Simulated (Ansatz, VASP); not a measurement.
## K: VASP beside Ansatz

```
K
1.0
    10.07961    0.00000    0.00000
     0.00000   10.07961    0.00000
     0.00000    0.00000    4.32460
K
1
Cartesian
  0.0000 0.0000 0.0000
```

Alike in both runs: task single point; functional PBE; dispersion D3(BJ); k mesh 6 × 6 × 12; occupations gaussian, width 0.15 eV; no spin polarisation.

|  | VASP | Ansatz |
| --- | --- | --- |
| version | VASP 6.6.1 | Ansatz 0.2.0 |
| potentials or method | VASP PAW PBE potentials, release 64 (K_sv), cutoff 520 eV | scalar-relativistic, plane waves, PAW |
| valence electrons in the cell | 9 | 9 |

|  | VASP | Ansatz | Ansatz less VASP |
| --- | --- | --- | --- |
| gap on the k mesh at the Fermi level (eV) | none | none | - |
| pressure (GPa) | 0.0 | 0.0 | 0.00 |

A gap of «none» marks a metal or a gap that the smearing closes.
